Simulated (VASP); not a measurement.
# Sr (I4/mmm) in VASP: notebook

The runs below take Sr through single point, with PBE.

Everything below comes from runs of VASP 6.6.1. Logs are shortened: lines on timing, memory, paths and dates and some standing lists are left out, and cuts for length are marked.

### Step 1. The cell of the first run

The structure is tetragonal, space group I4/mmm (No. 139). Conventional cell: a = 4.462 Å, b = 4.462 Å, c = 5.044 Å, α = 90.00°, β = 90.00°, γ = 90.00°. Sr (site symmetry 4/mmm) has 14 Sr at 4.04 to 5.04 Å within 5.3 Å.

### Step 2. Single point, PBE (strain -0.080 along x and y, +0.040 along z)

File INCAR:

```
PREC = Accurate
ENCUT = 520
EDIFF = 1E-6
ISMEAR = 0
SIGMA = 0.15
LREAL = False
LASPH = True
NELM = 60
ALGO = Normal
ISIF = 2
LWAVE = False
LCHARG = False
GGA = PE
NBANDS = 11
```

File KPOINTS:

```
Automatic mesh
0
Gamma
  14 14 14
```

File POSCAR:

```
Sr
1.0
   -2.2310000000      2.2310000000      2.5220000000
    2.2310000000     -2.2310000000      2.5220000000
    2.2310000000      2.2310000000     -2.5220000000
Sr
1
Direct
    0.0000000000      0.0000000000      0.0000000000
```

Potentials or basis: VASP PAW PBE potentials, release 64 (Sr_sv).

Command:

```
$ cat potpaw_PBE.64/Sr_sv/POTCAR > POTCAR
$ mpirun -np 1 vasp_std > vasp.out
```

OUTCAR:

```text
PREC = Accurate
   ENCUT = 520
   EDIFF = 1E-6
   ISMEAR = 0
   LREAL = False
   LASPH = True
   NELM = 60
   ISIF = 2
   GGA = PE

 ion  position               nearest neighbor table
   1  0.000  0.000  0.000-

  LATTYP: Found a body centered tetragonal cell.
 ALAT       =     4.4620000000
 C/A-ratio  =     1.1304347826

  Lattice vectors:

 A1 = (  -2.2310000000,   2.2310000000,   2.5220000000)
 A2 = (   2.2310000000,  -2.2310000000,   2.5220000000)
 A3 = (   2.2310000000,   2.2310000000,  -2.5220000000)

Analysis of symmetry for initial positions (statically):
=====================================================================
 Subroutine PRICEL returns:
 Original cell was already a primitive cell.

 Routine SETGRP: Setting up the symmetry group for a
 body centered tetragonal supercell.

 Subroutine GETGRP returns: Found 16 space group operations
 (whereof 16 operations were pure point group operations)
 out of a pool of 16 trial point group operations.

The static configuration has the point symmetry D_4h.

Analysis of symmetry for dynamics (positions and initial velocities):
=====================================================================
 Subroutine PRICEL returns:
 Original cell was already a primitive cell.

 Routine SETGRP: Setting up the symmetry group for a
 body centered tetragonal supercell.

 Subroutine GETGRP returns: Found 16 space group operations
 (whereof 16 operations were pure point group operations)
 out of a pool of 16 trial point group operations.

The dynamic configuration has the point symmetry D_4h.

 Subroutine INISYM returns: Found 16 space group operations
 (whereof 16 operations are pure point group operations),
 and found     1 'primitive' translations

----------------------------------------------------------------------------------------

                                     Primitive cell

  volume of cell :      50.2116

  direct lattice vectors                    reciprocal lattice vectors
    -2.231000000  2.231000000  2.522000000     0.000000000  0.224114747  0.198255353
     2.231000000 -2.231000000  2.522000000     0.224114747  0.000000000  0.198255353
     2.231000000  2.231000000 -2.522000000     0.224114747  0.224114747  0.000000000

  length of vectors
     4.039208586  4.039208586  4.039208586     0.299219994  0.299219994  0.316946114

  position of ions in fractional coordinates (direct lattice)
     0.000000000  0.000000000  0.000000000

  ion indices of the primitive-cell ions
   primitive index   ion index
                 1           1

----------------------------------------------------------------------------------------

 KPOINTS: Automatic mesh

Automatic generation of k-mesh.
 Grid dimensions read from file:
 generate k-points for:   14   14   14

 Generating k-lattice:

  Cartesian coordinates                     Fractional coordinates (reciprocal lattice)
     0.000000000  0.016008196  0.014161097     0.071428571 -0.000000000  0.000000000
     0.016008196  0.000000000  0.014161097    -0.000000000  0.071428571  0.000000000
     0.016008196  0.016008196  0.000000000     0.000000000  0.000000000  0.071428571

  Length of vectors
     0.021372857  0.021372857  0.022639008

  Shift w.r.t. Gamma in fractional coordinates (k-lattice)
     0.000000000  0.000000000  0.000000000

 Subroutine IBZKPT returns following result:
 ===========================================

 Found    244 irreducible k-points:

 Following reciprocal coordinates:
            Coordinates               Weight
  0.000000  0.000000  0.000000      1.000000
  0.071429  0.000000  0.000000      8.000000
  0.142857  0.000000  0.000000      8.000000
  0.214286 -0.000000  0.000000      8.000000
  0.285714 -0.000000  0.000000      8.000000
  0.357143 -0.000000  0.000000      8.000000
[... 16 lines left out ...]
  0.214286  0.142857  0.000000     16.000000
  0.285714  0.142857  0.000000     16.000000
 [... further k-points ...]
   k-points           NKPTS =    244   k-points in BZ     NKDIM =    244   number of bands    NBANDS=     11
   number of dos      NEDOS =    301   number of ions     NIONS =      1
   total plane-waves  NPLWV =  27000
   dimension x,y,z NGX =    30 NGY =   30 NGZ =   30
   dimension x,y,z NGXF=    60 NGYF=   60 NGZF=   60
   ions per type =               1
   NGX,Y,Z   is equivalent  to a cutoff of  12.35, 12.35, 12.35 a.u.
   NGXF,Y,Z  is equivalent  to a cutoff of  24.69, 24.69, 24.69 a.u.
 SYSTEM =  unknown system
   PREC   = accura    normal or accurate (medium, high low for compatibility)
   ISTART =      0    job   : 0-new  1-cont  2-samecut
   ICHARG =      2    charge: 1-file 2-atom 10-const
   ISPIN  =      1    spin polarized calculation?
   LNONCOLLINEAR =      F non collinear calculations
   LSORBIT =      F    spin-orbit coupling
   LASPH  =      T    aspherical Exc in radial PAW
   ENCUT  =  520.0 eV  38.22 Ry    6.18 a.u.   7.51  7.51  7.51*2*pi/ulx,y,z
   NELM   =     60;   NELMIN=  2; NELMDL= -5     # of ELM steps
   EDIFF  = 0.1E-05   stopping-criterion for ELM
   LREAL  =      F    real-space projection
   EDIFFG = 0.1E-04   stopping-criterion for IOM
   NSW    =      0    number of steps for IOM
   IBRION =     -1    ionic relax: 0-MD 1-quasi-New 2-CG
   NFREE  =      0    steps in history (QN), initial steepest desc. (CG)
   ISIF   =      2    stress and relaxation
   ISYM   =      2    0-nonsym 1-usesym 2-fastsym
   POTIM  = 0.5000    time-step for ionic-motion
   TEBEG  =    0.0;   TEEND  =   0.0 temperature during run
   PSTRESS=    0.0 pullay stress
   NELECT =      10.0000    total number of electrons
   NUPDOWN=      -1.0000    fix difference up-down
   EMIN   =  10.00;   EMAX   =-10.00  energy-range for DOS
   EFERMI =   0.00;   METHOD = LEGACY
   ISMEAR =     0;   SIGMA  =   0.15  broadening in eV -4-tet -1-fermi 0-gaus
   EFERMI_NEDOS =   21; number of points for ismear=-14 and -15
   IALGO  =     38    algorithm
   IMIX   =      4    mixing-type and parameters
     AMIX     =   0.40;   BMIX     =  1.00
     AMIX_MAG =   1.60;   BMIX_MAG =  1.00
  volume/ion in A,a.u.               =      50.21       338.84
  Fermi-wavevector in a.u.,A,eV,Ry     =   0.956034  1.806643 12.435744  0.914001
  Thomas-Fermi vector in A             =   2.084926
   LORBIT       =      0    0 simple, 1 ext, 2 COOP (PROOUT), +10 PAW based schemes
   GGA     = PE    functional components
   LHFCALC =     F    Hartree Fock is set to
   AEXX    =    0.0000 exact exchange contribution
   IVDW    =     0    specifies the selected vdW correction
   LEPSILON=     F    determine dielectric tensor
   LRPA    =     F    only Hartree local field effects (RPA)
 non-spin polarized calculation
 Gauss-broadening in eV      SIGMA  =   0.15
  energy-cutoff  :      520.00
  volume of cell :       50.21
 maximum number of plane-waves:      1389
   NGX = 15   NGY = 15   NGZ = 15

 number of electron      10.0000000 magnetization

 Free energy of the ion-electron system (eV)
  ---------------------------------------------------
  ext. energy  EPLUGINS =         0.00000000
  ---------------------------------------------------
  free energy    TOTEN  =        -1.62418829 eV

  energy without entropy =       -1.61176641  energy(sigma->0) =       -1.61797735

 E-fermi :   1.8953     XC(G=0):  -7.6292

 val. band max:        1.8894605856   @ k =   0.3571   0.2857   0.0714
 cond. band min:       1.9024812617   @ k =  -0.3571   0.5000   0.2857
 fundamental gap:      0.0130206761
 Fermi energy:         1.8952655417

 k-point     1 :       0.0000    0.0000    0.0000
  band No.  band energies     occupation
      1     -34.5353      2.00000
      2     -16.4044      2.00000
      3     -16.4044      2.00000
      4     -16.3958      2.00000
      5      -1.8706      2.00000
      6       4.2184      0.00000
      7       4.2184      0.00000
      8       4.9267      0.00000
      9       5.2662      0.00000
     10       6.2474      0.00000
     11       9.7211      0.00000

 k-point     2 :       0.0714    0.0000    0.0000
  band No.  band energies     occupation
      1     -34.5342      2.00000
      2     -16.4157      2.00000
      3     -16.4082      2.00000
      4     -16.3987      2.00000
      5      -1.7785      2.00000
      6       4.1644      0.00000
      7       4.2359      0.00000
      8       4.9184      0.00000
      9       5.1949      0.00000
     10       6.1793      0.00000
     11       9.9509      0.00000

 k-point     3 :       0.1429    0.0000    0.0000
  band No.  band energies     occupation
      1     -34.5311      2.00000
      2     -16.4542      2.00000
      3     -16.4187      2.00000
      4     -16.3997      2.00000
      5      -1.5095      2.00000
      6       3.9343      0.00000
      7       4.1954      0.00000
      8       5.0179      0.00000
      9       5.1244      0.00000
     10       6.0519      0.00000
     11      10.3543      0.00000

 k-point     4 :       0.2143   -0.0000    0.0000
  band No.  band energies     occupation
      1     -34.5265      2.00000
      2     -16.5099      2.00000
      3     -16.4339      2.00000
      4     -16.4002      2.00000
      5      -1.0866      2.00000
      6       3.5229      0.00000
      7       4.0182      0.00000
      8       5.1811      0.00000
      9       5.3651      0.00000
     10       5.9749      0.00000
     11       9.9880      0.00000

 k-point     5 :       0.2857   -0.0000    0.0000
  band No.  band energies     occupation
      1     -34.5215      2.00000
      2     -16.5709      2.00000
      3     -16.4507      2.00000
      4     -16.4006      2.00000
      5      -0.5502      2.00000
      6       3.0652      0.00000
      7       3.7961      0.00000
      8       5.2565      0.00000
      9       5.9120      0.00000
     10       6.0309      0.00000
     11       9.3064      0.00000
[... 211 lines left out ...]
 k-point    21 :      -0.0714    0.0714    0.0000
  band No.  band energies     occupation
      1     -34.5341      2.00000
      2     -16.4182      2.00000
      3     -16.4056      2.00000
      4     -16.4010      2.00000
      5      -1.7671      2.00000
      6       4.1007      0.00000
      7       4.3108      0.00000
      8       4.8333      0.00000
      9       5.2877      0.00000
     10       6.1176      0.00000
     11       9.9658      0.00000

 k-point    22 :       0.1429    0.1429    0.0000
  band No.  band energies     occupation
      1     -34.5244      2.00000
      2     -16.5273      2.00000
      3     -16.4422      2.00000
      4     -16.4069      2.00000
      5      -0.8785      2.00000
      6       3.3797      0.00000
      7       3.8796      0.00000
      8       5.1189      0.00000
      9       5.5703      0.00000
     10       6.1009      0.00000
     11       9.8376      0.00000

 k-point    23 :       0.2143    0.1429    0.0000
  band No.  band energies     occupation
      1     -34.5199      2.00000
      2     -16.5735      2.00000
      3     -16.4630      2.00000
      4     -16.4103      2.00000
      5      -0.3631      2.00000
      6       3.0090      0.00000
      7       3.6283      0.00000
      8       5.2901      0.00000
      9       5.7347      0.00000
     10       6.3887      0.00000
     11       9.2463      0.00000

 k-point    24 :       0.2857    0.1429    0.0000
  band No.  band energies     occupation
      1     -34.5157      2.00000
      2     -16.6150      2.00000
      3     -16.4829      2.00000
      4     -16.4132      2.00000
      5       0.2196      2.00000
      6       2.6518      0.00000
      7       3.4126      0.00000
      8       5.3285      0.00000
      9       5.8783      0.00000
     10       6.9531      0.00000
     11       8.6808      0.00000

 [... further k-points ...]

------------------------ aborting loop because EDIFF is reached ----------------------------------------

  FORCE on cell =-STRESS in cart. coord.  units (eV):
  Direction    XX          YY          ZZ          XY          YZ          ZX
  --------------------------------------------------------------------------------------
  -------------------------------------------------------------------------------------
  Total        0.3394801      0.3394801      0.3097142      0.0000000      0.0000000      0.0000000
  in kB       10.8323017     10.8323017      9.8825141      0.0000000      0.0000000      0.0000000
  external PRESSURE =      10.5157058 kB  Pullay stress =       0.0000000 kB

 VOLUME and BASIS-vectors are now :
 -----------------------------------------------------------------------------
  energy-cutoff  :      520.00
  volume of cell :       50.21
      direct lattice vectors                 reciprocal lattice vectors
    -2.231000000  2.231000000  2.522000000     0.000000000  0.224114747  0.198255353
     2.231000000 -2.231000000  2.522000000     0.224114747  0.000000000  0.198255353
     2.231000000  2.231000000 -2.522000000     0.224114747  0.224114747  0.000000000

 POSITION                                       TOTAL-FORCE (eV/Angst)
 -----------------------------------------------------------------------------------
      0.00000      0.00000      0.00000        -0.000000     -0.000000     -0.000000
 -----------------------------------------------------------------------------------
    total drift:                               -0.000000     -0.000000      0.000000

  FREE ENERGIE OF THE ION-ELECTRON SYSTEM (eV)
  ---------------------------------------------------
  free  energy   TOTEN  =        -1.6241882921 eV

  energy  without entropy=       -1.6117664070  energy(sigma->0) =       -1.61797735
```

Run time: 66 s. Hardware: 1 thread of AMD EPYC 7R13 (Zen 3), shared host; peak memory 0.24 GiB.

Results:

```
Free energy            : -1.6242 eV
Pressure               : 1.1 GPa
Band gap on the k mesh : zero (bands 5 and 6 overlap by 0.31 eV)
```

Levels at points of the mesh, in eV from the Fermi level:
| k point | band 1 | band 2 | band 3 | band 4 | band 5 | band 6 | band 7 | band 8 | band 9 | band 10 |
| --- | --- | --- | --- | --- | --- | --- | --- | --- | --- | --- |
| (0.00, 0.00, 0.00) | -36.43 | -18.30 | -18.30 | -18.29 | -3.77 | 2.32 | 2.32 | 3.03 | 3.37 | 4.35 |
| (0.50, 0.00, 0.00) | -36.41 | -18.57 | -18.37 | -18.30 | -1.11 | 0.27 | 1.54 | 3.25 | 4.62 | 5.70 |
| (0.50, 0.50, 0.00) | -36.41 | -18.56 | -18.39 | -18.32 | -0.93 | 0.66 | 0.74 | 4.42 | 4.84 | 5.91 |
| (0.50, 0.50, 0.50) | -36.39 | -18.52 | -18.46 | -18.46 | -0.41 | -0.09 | 2.92 | 4.61 | 4.61 | 5.26 |

Caveat: the cell differs from its parent crystal (strain -0.080 along x and y, +0.040 along z).

### Step 3. Single point, PBE (strain -0.080 along x and y, +0.080 along z)

File INCAR:

```
PREC = Accurate
ENCUT = 520
EDIFF = 1E-6
ISMEAR = 0
SIGMA = 0.15
LREAL = F
LASPH = T
NELM = 60
ALGO = Fast
ISIF = 2
LWAVE = F
LCHARG = F
GGA = PE
NBANDS = 11
```

KPOINTS is that of step 2.

File POSCAR:

```
Sr
1.0
   -2.2310000000      2.2310000000      2.6190000000
    2.2310000000     -2.2310000000      2.6190000000
    2.2310000000      2.2310000000     -2.6190000000
Sr
1
Direct
    0.0000000000      0.0000000000      0.0000000000
```

Potentials or basis: VASP PAW PBE potentials, release 64 (Sr_sv).

Command:

```
$ cat potpaw_PBE.64/Sr_sv/POTCAR > POTCAR
$ mpirun -np 1 vasp_std > vasp.out
```

Wall time 78 s (1 thread of AMD EPYC 7R13 (Zen 3), shared host); peak memory 0.24 GiB.

It converged, with:

```yaml
Free_energy: -1.6337 eV
Pressure: 0.6 GPa
Band_gap_on_the_k_mesh: zero (bands 5 and 6 overlap by 0.19 eV)
```

Levels at points of the mesh, in eV from the Fermi level:
| k point | band 2 | band 3 | band 4 | band 5 | band 6 | band 7 | band 8 | band 9 |
| --- | --- | --- | --- | --- | --- | --- | --- | --- |
| (0.00, 0.00, 0.00) | -18.40 | -18.40 | -18.39 | -3.72 | 2.25 | 2.25 | 3.12 | 3.13 |
| (0.50, 0.00, 0.00) | -18.63 | -18.46 | -18.40 | -1.11 | 0.18 | 1.62 | 2.99 | 4.57 |
| (0.50, 0.50, 0.00) | -18.63 | -18.48 | -18.43 | -0.87 | 0.63 | 0.67 | 4.45 | 4.80 |
| (0.50, 0.50, 0.50) | -18.60 | -18.53 | -18.53 | -0.42 | 0.00 | 2.46 | 4.61 | 4.61 |

Caveat: the cell differs from its parent crystal (strain -0.080 along x and y, +0.080 along z).
